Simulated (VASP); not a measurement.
# SiNi (P2_13) in VASP: further runs

The runs below take SiNi through single point, with PBEsol+U.

Program: VASP 6.6.1. These are calculated values, not measurements. Logs are shortened: lines on timing, memory, paths and dates and some standing lists are left out, and cuts for length are marked.

**1. The cell of the first run**

It takes space group P2_13 (No. 198, cubic). The conventional cell has a = 4.504 Å, b = 4.504 Å, c = 4.504 Å, α = 90.00°, β = 90.00°, γ = 90.00°. Within 3.1 Å of Ni (site symmetry 3) lie 7 Si at 2.36 to 2.44 Å and 6 Ni at 2.78 Å. Si (site symmetry 3) has 7 Ni at 2.36 to 2.44 Å and 6 Si at 2.78 Å within 3.1 Å.

**2. Single point, PBEsol+U, collinear spin, ferromagnetic start**

File INCAR:

```
ALGO = Normal
EDIFF = 1E-6
ENCUT = 590
GGA = PS
GGA_COMPAT = F
ISIF = 2
ISMEAR = -1
ISPIN = 2
LASPH = T
LCHARG = F
LDAU = T
LDAUJ = 0 0
LDAUL = 2 -1
LDAUPRINT = 1
LDAUTYPE = 2
LDAUU = 3 0
LMAXMIX = 4
LORBIT = 11
LREAL = F
LWAVE = F
MAGMOM = 1 1 1 1 0 0 0 0
NBANDS = 58
NELM = 200
PREC = Accurate
SIGMA = 0.05
```

File KPOINTS:

```
k-points
0
Gamma
  6 6 6
```

File POSCAR:

```
SiNi
1.0
    4.5036940000      0.0000000000      0.0000000000
    0.0000000000      4.5036940000      0.0000000000
    0.0000000000      0.0000000000      4.5036940000
Ni Si
4 4
Direct
    0.1495040000      0.1495040000      0.1495040000
    0.6495040000      0.3504960000      0.8504960000
    0.8504960000      0.6495040000      0.3504960000
    0.3504960000      0.8504960000      0.6495040000
    0.8468300000      0.8468300000      0.8468300000
    0.3468300000      0.6531700000      0.1531700000
    0.1531700000      0.3468300000      0.6531700000
    0.6531700000      0.1531700000      0.3468300000
```

Potentials or basis: VASP PAW PBE potentials, release 64 (Ni_sv_GW, Si).

Run with:

```bash
$ cat potpaw_PBE.64/Ni_sv_GW/POTCAR potpaw_PBE.64/Si/POTCAR > POTCAR
$ mpirun -np 1 vasp_std > vasp.out
```

OUTCAR:

```text
EDIFF = 1E-6
   ENCUT = 590
   GGA = PS
   ISIF = 2
   ISMEAR = -1
   ISPIN = 2
   LASPH = T
   LORBIT = 11
   LREAL = F
   NELM = 200
   PREC = Accurate

 ion  position               nearest neighbor table
   1  0.150  0.150  0.150-   5 2.36   6 2.41   7 2.41   8 2.41   6 2.44   7 2.44   8 2.44
   2  0.650  0.350  0.850-   6 2.36   5 2.41   7 2.41   8 2.41   7 2.44   8 2.44   5 2.44
   3  0.850  0.650  0.350-   7 2.36   6 2.41   5 2.41   8 2.41   8 2.44   5 2.44   6 2.44
   4  0.350  0.850  0.650-   8 2.36   6 2.41   7 2.41   5 2.41   6 2.44   7 2.44   5 2.44
   5  0.847  0.847  0.847-   1 2.36   2 2.41   3 2.41   4 2.41   2 2.44   3 2.44   4 2.44   6 2.78
                             7 2.78   8 2.78   8 2.78   7 2.78   6 2.78
   6  0.347  0.653  0.153-   2 2.36   1 2.41   3 2.41   4 2.41   3 2.44   4 2.44   1 2.44   8 2.78
                             5 2.78   7 2.78   7 2.78   8 2.78   5 2.78
   7  0.153  0.347  0.653-   3 2.36   2 2.41   1 2.41   4 2.41   4 2.44   1 2.44   2 2.44   8 2.78
                             5 2.78   6 2.78   5 2.78   6 2.78   8 2.78
   8  0.653  0.153  0.347-   4 2.36   2 2.41   3 2.41   1 2.41   2 2.44   3 2.44   1 2.44   7 2.78
                             5 2.78   5 2.78   6 2.78   6 2.78   7 2.78

  LATTYP: Found a simple cubic cell.
 ALAT       =     4.5036940000

  Lattice vectors:

 A1 = (   4.5036940000,   0.0000000000,   0.0000000000)
 A2 = (   0.0000000000,   4.5036940000,   0.0000000000)
 A3 = (   0.0000000000,   0.0000000000,   4.5036940000)

Analysis of symmetry for initial positions (statically):
=====================================================================
 Subroutine PRICEL returns:
 Original cell was already a primitive cell.

 Routine SETGRP: Setting up the symmetry group for a
 simple cubic supercell.

 Subroutine GETGRP returns: Found 12 space group operations
 (whereof  3 operations were pure point group operations)
 out of a pool of 48 trial point group operations.

The static configuration has the point symmetry C_3 .
 The point group associated with its full space group is T   .

Analysis of symmetry for dynamics (positions and initial velocities):
=====================================================================
 Subroutine PRICEL returns:
 Original cell was already a primitive cell.

 Routine SETGRP: Setting up the symmetry group for a
 simple cubic supercell.

 Subroutine GETGRP returns: Found 12 space group operations
 (whereof  3 operations were pure point group operations)
 out of a pool of 48 trial point group operations.

The dynamic configuration has the point symmetry C_3 .
 The point group associated with its full space group is T   .

Analysis of structural, dynamic, and magnetic symmetry:
=====================================================================
 Subroutine PRICEL returns:
 Original cell was already a primitive cell.

 Routine SETGRP: Setting up the symmetry group for a
 simple cubic supercell.

 Subroutine GETGRP returns: Found 12 space group operations
 (whereof  3 operations were pure point group operations)
 out of a pool of 48 trial point group operations.

The overall configuration has the point symmetry C_3 .
 The point group associated with its full space group is T   .

 Subroutine INISYM returns: Found 12 space group operations
 (whereof  3 operations are pure point group operations),
 and found     1 'primitive' translations

----------------------------------------------------------------------------------------

                                     Primitive cell

  volume of cell :      91.3496

  direct lattice vectors                    reciprocal lattice vectors
     4.503694000  0.000000000  0.000000000     0.222039952  0.000000000  0.000000000
[... 122 lines left out ...]
 LDA+U is selected, type is set to LDAUTYPE =  2
   angular momentum for each species LDAUL =     2   -1
   U (eV)           for each species LDAUU =   3.0  0.0
   J (eV)           for each species LDAUJ =   0.0  0.0
   GGA     = PS    functional components
   LHFCALC =     F    Hartree Fock is set to
   AEXX    =    0.0000 exact exchange contribution
   IVDW    =     0    specifies the selected vdW correction
   LEPSILON=     F    determine dielectric tensor
   LRPA    =     F    only Hartree local field effects (RPA)
 spin polarized calculation
  energy-cutoff  :      590.00
  volume of cell :       91.35
 maximum number of plane-waves:      3016
   NGX = 17   NGY = 17   NGZ = 17

 number of electron      87.9999991 magnetization       0.0001217

atom =   1  type =  1  l = 2

 onsite density matrix

spin component  1
[... 116 lines left out ...]
  o =  0.7836  v =  0.5774 -0.5774 -0.0000 -0.5774  0.0000  0.0000  0.0000  0.0000  0.0000  0.0000      0.0000  0.0000  0.0000  0.0000  0.0000  0.0000  0.0000  0.0000  0.0000  0.0000
  o =  0.7836  v =  0.0000  0.0000  0.0000  0.0000  0.0000  0.5774 -0.5774 -0.0000 -0.5774  0.0000      0.0000  0.0000  0.0000  0.0000  0.0000  0.0000  0.0000  0.0000  0.0000  0.0000
  o =  0.7856  v = -0.0598  0.0127 -0.9832 -0.0725 -0.1561  0.0000  0.0000  0.0000  0.0000  0.0000      0.0000  0.0000  0.0000  0.0000  0.0000  0.0000  0.0000  0.0000  0.0000  0.0000
  o =  0.7856  v = -0.0492 -0.0764 -0.1561  0.0272  0.9832  0.0000  0.0000  0.0000  0.0000  0.0000      0.0000  0.0000  0.0000  0.0000  0.0000  0.0000  0.0000  0.0000  0.0000  0.0000
  o =  0.7856  v =  0.0000  0.0000  0.0000  0.0000  0.0000 -0.0714 -0.0097 -0.9868 -0.0617  0.1309      0.0000  0.0000  0.0000  0.0000  0.0000  0.0000  0.0000  0.0000  0.0000  0.0000
  o =  0.7856  v =  0.0000  0.0000  0.0000  0.0000  0.0000 -0.0300 -0.0769  0.1309  0.0469  0.9868      0.0000  0.0000  0.0000  0.0000  0.0000  0.0000  0.0000  0.0000  0.0000  0.0000
  o =  0.8267  v =  0.8117  0.4420 -0.0793  0.3697  0.0521  0.0000  0.0000  0.0000  0.0000  0.0000      0.0000  0.0000  0.0000  0.0000  0.0000  0.0000  0.0000  0.0000  0.0000  0.0000
  o =  0.8267  v =  0.0417 -0.6821 -0.0521  0.7239 -0.0793  0.0000  0.0000  0.0000  0.0000  0.0000      0.0000  0.0000  0.0000  0.0000  0.0000  0.0000  0.0000  0.0000  0.0000  0.0000
  o =  0.8268  v =  0.0000  0.0000  0.0000  0.0000  0.0000  0.8122  0.4323 -0.0801  0.3799  0.0510      0.0000  0.0000  0.0000  0.0000  0.0000  0.0000  0.0000  0.0000  0.0000  0.0000
  o =  0.8268  v =  0.0000  0.0000  0.0000  0.0000  0.0000  0.0302 -0.6883 -0.0510  0.7186 -0.0801      0.0000  0.0000  0.0000  0.0000  0.0000  0.0000  0.0000  0.0000  0.0000  0.0000

 number of electron      87.9999991 magnetization      -0.0005562

 Free energy of the ion-electron system (eV)
  ---------------------------------------------------
  ext. energy  EPLUGINS =         0.00000000
  ---------------------------------------------------
  free energy    TOTEN  =       -45.60852456 eV

  energy without entropy =      -45.58694567  energy(sigma->0) =      -45.59773511

 E-fermi :  10.8735     XC(G=0): -12.9539

 val. band max:       10.7933507009   @ k =   0.3333   0.0000   0.0000
 cond. band min:      10.8775123661   @ k =   0.3333   0.0000   0.0000
 fundamental gap:      0.0841616652
 Fermi energy:        10.8735101775

 spin component 1

 k-point     1 :       0.0000    0.0000    0.0000
  band No.  band energies     occupation
      1     -92.1157      1.00000
      2     -92.1100      1.00000
      3     -92.1100      1.00000
      4     -92.1100      1.00000
      5     -52.8118      1.00000
      6     -52.8118      1.00000
[... 1405 lines left out ...]
     55      17.5342      0.00000
     56      17.5396      0.00000
 Fermi energy:        10.8735101775

 spin component 2

 k-point     1 :       0.0000    0.0000    0.0000
  band No.  band energies     occupation
      1     -92.1158      1.00000
      2     -92.1101      1.00000
      3     -92.1101      1.00000
      4     -92.1101      1.00000
      5     -52.8119      1.00000
      6     -52.8119      1.00000
[... 1405 lines left out ...]
     55      17.5361      0.00000
     56      17.5532      0.00000
 [bands above 56 left out]

------------------------ aborting loop because EDIFF is reached ----------------------------------------

  FORCE on cell =-STRESS in cart. coord.  units (eV):
  Direction    XX          YY          ZZ          XY          YZ          ZX
  --------------------------------------------------------------------------------------
  -------------------------------------------------------------------------------------
  Total       -4.6613726     -4.6613726     -4.6613726      0.0000000      0.0000000      0.0000000
  in kB      -81.7556501    -81.7556501    -81.7556501      0.0000000      0.0000000      0.0000000
  external PRESSURE =     -81.7556501 kB  Pullay stress =       0.0000000 kB

 VOLUME and BASIS-vectors are now :
 -----------------------------------------------------------------------------
  energy-cutoff  :      590.00
  volume of cell :       91.35
      direct lattice vectors                 reciprocal lattice vectors
     4.503694000  0.000000000  0.000000000     0.222039952  0.000000000  0.000000000
     0.000000000  4.503694000  0.000000000     0.000000000  0.222039952  0.000000000
     0.000000000  0.000000000  4.503694000     0.000000000  0.000000000  0.222039952

 POSITION                                       TOTAL-FORCE (eV/Angst)
 -----------------------------------------------------------------------------------
      0.67332      0.67332      0.67332        -0.048660     -0.048660     -0.048660
      2.92517      1.57853      3.83037        -0.048660      0.048660      0.048660
      3.83037      2.92517      1.57853         0.048660     -0.048660      0.048660
      1.57853      3.83037      2.92517         0.048660      0.048660     -0.048660
      3.81386      3.81386      3.81386        -0.021524     -0.021524     -0.021524
      1.56202      2.94168      0.68983        -0.021524      0.021524      0.021524
      0.68983      1.56202      2.94168         0.021524     -0.021524      0.021524
      2.94168      0.68983      1.56202         0.021524      0.021524     -0.021524
 -----------------------------------------------------------------------------------
    total drift:                                0.000000      0.000000     -0.000000

  FREE ENERGIE OF THE ION-ELECTRON SYSTEM (eV)
  ---------------------------------------------------
  free  energy   TOTEN  =       -45.6085245590 eV

  energy  without entropy=      -45.5869456704  energy(sigma->0) =      -45.59773511

 total charge

# of ion       s       p       d       f       tot
--------------------------------------------------
    1        2.208   6.349   7.982   0.004  16.542
    2        2.208   6.349   7.982   0.004  16.542
    3        2.208   6.349   7.982   0.004  16.542
    4        2.208   6.349   7.982   0.004  16.542
    5        0.739   0.838   0.000   0.000   1.577
    6        0.739   0.838   0.000   0.000   1.577
    7        0.739   0.838   0.000   0.000   1.577
    8        0.739   0.838   0.000   0.000   1.577
--------------------------------------------------
tot         11.786  28.747  31.928   0.015  72.476

 magnetization (x)

# of ion       s       p       d       f       tot
--------------------------------------------------
    1       -0.000  -0.000  -0.000  -0.000  -0.000
    2       -0.000  -0.000  -0.000  -0.000  -0.000
    3       -0.000  -0.000  -0.000  -0.000  -0.000
    4       -0.000  -0.000  -0.000  -0.000  -0.000
    5       -0.000   0.000   0.000   0.000   0.000
    6       -0.000   0.000   0.000   0.000   0.000
    7       -0.000   0.000   0.000   0.000   0.000
    8       -0.000   0.000   0.000   0.000   0.000
--------------------------------------------------
tot         -0.000   0.000  -0.000  -0.000  -0.000
```

Run time: 3.3 min. Hardware: 1 thread of Intel Xeon 6975P-C (Granite Rapids), shared host; peak memory 0.39 GiB.

What came out:

| Quantity | Value |
| --- | --- |
| Free energy | -45.6085 eV |
| Pressure | -8.2 GPa |
| Largest force | 0.084 eV/Å |
| Band gap on the k mesh | zero (filled and empty bands overlap) |
| Net moment | 0.00 μB per cell |
| Valence electrons inside the program's atomic spheres | Ni 16.54; Si 1.58 |

Forces on the atoms (eV/Å):
```
Ni  -0.049 -0.049 -0.049
Ni  -0.049  0.049  0.049
Ni   0.049 -0.049  0.049
Ni   0.049  0.049 -0.049
Si  -0.022 -0.022 -0.022
Si  -0.022  0.022  0.022
Si   0.022 -0.022  0.022
Si   0.022  0.022 -0.022
```

Eigenvalues of the final occupation matrices:
| site | spin | trace | eigenvalues |
| --- | --- | --- | --- |
| site 1 d | 1 | 4.01 | 0.78 0.79 0.79 0.83 0.83 |
| site 1 d | 2 | 4.01 | 0.78 0.79 0.79 0.83 0.83 |
| site 2 d | 1 | 4.01 | 0.78 0.79 0.79 0.83 0.83 |
| site 2 d | 2 | 4.01 | 0.78 0.79 0.79 0.83 0.83 |
| site 3 d | 1 | 4.01 | 0.78 0.79 0.79 0.83 0.83 |
| site 3 d | 2 | 4.01 | 0.78 0.79 0.79 0.83 0.83 |
| site 4 d | 1 | 4.01 | 0.78 0.79 0.79 0.83 0.83 |
| site 4 d | 2 | 4.01 | 0.78 0.79 0.79 0.83 0.83 |

Caveat: the cell stands under tension; the PAW data sets were made with another functional, which shifts forces and pressure a little; the U is typed as a test and isn't derived for this compound.

**3. Single point, PBEsol+U, collinear spin, ferromagnetic start**

File INCAR:

```
ALGO     = Normal         # electronic algorithm
EDIFF    = 1E-6           # SCF threshold, eV
ENCUT    = 590            # plane-wave cutoff, eV
GGA      = PS             # functional
GGA_COMPAT= False        
ISIF     = 2              # what is computed and relaxed
ISMEAR   = -1             # smearing method
ISPIN    = 2              # spin polarisation
LASPH    = True           # aspherical terms in the spheres
LCHARG   = False          # write CHGCAR
LDAU     = True           # DFT+U
LDAUJ    = 0 0          
LDAUL    = 2 -1           # shell
LDAUPRINT= 1            
LDAUTYPE = 2            
LDAUU    = 2 0            # U, eV
LMAXMIX  = 4              # l up to which the mixer works
LORBIT   = 11             # projections on sites
LREAL    = False          # projectors in reciprocal space
LWAVE    = False          # write WAVECAR
MAGMOM   = 1 1 1 1 0 0 0 0 # initial moments
NBANDS   = 58             # bands
NELM     = 200            # most SCF steps
PREC     = Accurate       # precision mode
SIGMA    = 0.05           # smearing width, eV
```

KPOINTS is that of step 2.

POSCAR is that of step 2.

Potentials or basis: VASP PAW PBE potentials, release 64 (Ni_sv_GW, Si).

Run with:

```bash
$ cat potpaw_PBE.64/Ni_sv_GW/POTCAR potpaw_PBE.64/Si/POTCAR > POTCAR
$ mpirun -np 1 vasp_std > vasp.out
```

It took 5.3 min on 1 thread of Intel Xeon Platinum 8375C at 2.90GHz (Ice Lake), shared host; peak memory 0.4 GiB.

Results (log left out):

```yaml
Free_energy: -48.7943 eV
Pressure: -7.4 GPa
Largest_force: 0.066 eV/Å
Band_gap_on_the_k_mesh: zero (filled and empty bands overlap)
Net_moment: 0.00 μB per cell
Valence_electrons_inside_the_program's_atomic_spheres: Ni 16.53; Si 1.58
```

Forces in eV/Å, atoms in the order of the input:
```
Ni  -0.038 -0.038 -0.038
Ni  -0.038  0.038  0.038
Ni   0.038 -0.038  0.038
Ni   0.038  0.038 -0.038
Si  -0.021 -0.021 -0.021
Si  -0.021  0.021  0.021
Si   0.021 -0.021  0.021
Si   0.021  0.021 -0.021
```

Levels at points of the mesh, in eV from the Fermi level:
Spin up:
| k point | band 42 | band 43 | band 44 | band 45 | band 46 | band 47 |
| --- | --- | --- | --- | --- | --- | --- |
| (0.00, 0.00, 0.00) | -1.63 | -1.63 | 1.03 | 1.03 | 1.03 | 1.43 |
| (0.50, 0.00, 0.00) | -2.00 | -0.61 | -0.61 | -0.19 | -0.19 | 2.82 |
| (0.50, 0.50, 0.00) | -1.52 | -1.00 | -1.00 | 0.37 | 0.37 | 0.92 |
| (0.50, 0.50, 0.50) | -1.84 | -1.84 | -1.84 | 4.25 | 4.25 | 4.25 |
Spin down:
| k point | band 41 | band 42 | band 43 | band 44 | band 45 | band 46 | band 47 | band 48 |
| --- | --- | --- | --- | --- | --- | --- | --- | --- |
| (0.00, 0.00, 0.00) | -1.63 | -1.63 | -1.63 | 1.03 | 1.03 | 1.03 | 1.43 | 1.43 |
| (0.50, 0.00, 0.00) | -2.00 | -2.00 | -0.61 | -0.61 | -0.19 | -0.19 | 2.82 | 2.82 |
| (0.50, 0.50, 0.00) | -1.52 | -1.52 | -1.00 | -1.00 | 0.37 | 0.37 | 0.92 | 0.92 |
| (0.50, 0.50, 0.50) | -1.84 | -1.84 | -1.84 | -1.84 | 4.25 | 4.25 | 4.25 | 4.25 |

Eigenvalues of the final occupation matrices:
```
    site  spin  trace               eigenvalues
site 1 d     1   4.00  0.78 0.78 0.78 0.82 0.82
site 1 d     2   4.00  0.78 0.78 0.78 0.82 0.82
site 2 d     1   4.00  0.78 0.78 0.78 0.82 0.82
site 2 d     2   4.00  0.78 0.78 0.78 0.82 0.82
site 3 d     1   4.00  0.78 0.78 0.78 0.82 0.82
site 3 d     2   4.00  0.78 0.78 0.78 0.82 0.82
site 4 d     1   4.00  0.78 0.78 0.78 0.82 0.82
site 4 d     2   4.00  0.78 0.78 0.78 0.82 0.82
```

Caveat: the cell stands under tension; the PAW data sets were made with another functional, which shifts forces and pressure a little; the U is typed as a test and isn't derived for this compound. The state reached can hang on the start; a lower one may exist.

(Part 1 of 2 ends here.)
